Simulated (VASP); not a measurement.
The system is La4H.

```
La H
1.0
     4.97211    0.00000    0.00000
     0.00000    4.97211    0.00000
     0.00000    0.00000    4.97211
La H
4 1
Direct
  0.50000 0.50000 0.50000
  0.00000 0.50000 0.50000
  0.50000 0.00000 0.50000
  0.50000 0.50000 0.00000
  0.00000 0.00000 0.00000
```

The cell was generated, and may not be a known phase.

```yaml
Program: VASP 6.6.1
Task: relaxation of cell and atoms
Functional: PBE
Potentials_or_basis: VASP PAW PBE potentials, release 64 (La, H)
Cutoff: 600 eV
k_mesh: 4 × 4 × 4
Occupations: gaussian, width 0.1 eV
Spin: no spin polarisation
```

At the start: pressure 37.2 GPa; volume 24.58 Å³/atom.

Q: Where does the relaxation end?

A: Over 4 steps the energy falls by 1195.4 meV/atom and the volume is 42.72 Å³/atom (+73.8 %); space group Pm-3m (No. 221, to 0.1 Å) before and after.

The path:
| step | energy change (eV) | largest force (eV/Å) | pressure (GPa) | volume (Å³) |
| --- | --- | --- | --- | --- |
| 1 | 0.0000 | 0.0000 | 37.24 | 122.92 |
| 2 | -5.6733 | 0.0000 | -2.14 | 255.19 |
| 3 | -5.9479 | 0.0000 | 0.86 | 201.37 |
| 4 | -5.9769 | 0.0000 | -0.05 | 213.62 |

Final structure:
```
CELL_PARAMETERS angstrom
5.97789 0.00000 0.00000
0.00000 5.97789 0.00000
0.00000 0.00000 5.97789
ATOMIC_POSITIONS crystal
La 0.50000 0.50000 0.50000
La 0.00000 0.50000 0.50000
La 0.50000 0.00000 0.50000
La 0.50000 0.50000 0.00000
H 0.00000 0.00000 0.00000
```

Caveat: the volume moved by over 15 % at a fixed basis, so the end points are rough.
